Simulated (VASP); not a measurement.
Set up this calculation in VASP 6.6.1, as the native input.

| Quantity | Value |
| --- | --- |
| Task | single point |
| Functional | LDA |
| Potentials or basis | VASP PAW LDA potentials, release 64 (Si, O) |
| Cutoff | 520 eV |
| k mesh | 6 × 6 × 6 |
| Occupations | gaussian, width 0.02 eV |
| Spin | no spin polarisation |
| Dipole correction | no |
| Further INCAR settings | ALGO = Normal; EDIFF = 1e-07; NBANDS = 44 |

The structure of SiO2 lies in POSCAR:

```
SiO2
1.0
   -2.6146302371      4.5472790553      4.4847141336
    2.6146302371     -4.5472790553      4.4847141336
    2.6146302371      4.5472790553     -4.4847141336
Si O
4 8
Direct
    0.9142769513      0.8394996819      0.0747772694
    0.7352775874      0.1605003181      0.5747772694
    0.0857230487      0.1605003181      0.9252227306
    0.2647224126      0.8394996819      0.4252227306
    0.1085524193      0.8585524193      0.2500000000
    0.8914475807      0.1414475807      0.7500000000
    0.7729245235      0.5000000000      0.7729245235
    0.2270754765      0.0000000000      0.7270754765
    0.2270754765      0.5000000000      0.2270754765
    0.7729245235      0.0000000000      0.2729245235
    0.0000000000      0.0000000000      0.0000000000
    0.5000000000      0.0000000000      0.5000000000
```

This cell differs from its parent crystal: volume scaled by 0.97, then relaxed in part.

These files were run (other wordings do the same):

INCAR

```
  ALGO = Normal
  EDIFF = 1E-7
  ENCUT = 520
  GGA = CA
  ISIF = 2
  ISMEAR = 0
  LASPH = True
  LCHARG = False
  LREAL = False
  LWAVE = False
  NBANDS = 44
  NELM = 60
  PREC = Accurate
  SIGMA = 0.02
```

KPOINTS

```
k-points
0
Gamma
  6 6 6
```

Potentials or basis: VASP PAW LDA potentials, release 64 (Si, O).

Launch:

```console
$ cat potpaw_LDA.64/Si/POTCAR potpaw_LDA.64/O/POTCAR > POTCAR
$ mpirun -np 1 vasp_std > vasp.out
```

Results of the run:

* Pressure: 0.8 GPa
* Largest force: 0.047 eV/Å
* Band gap on the k mesh: 5.40 eV, direct

Wall time 7.4 min on 1 thread of Intel(R) Xeon(R) Platinum 8559C (Emerald Rapids), on a shared host, peak memory 0.49 GiB.
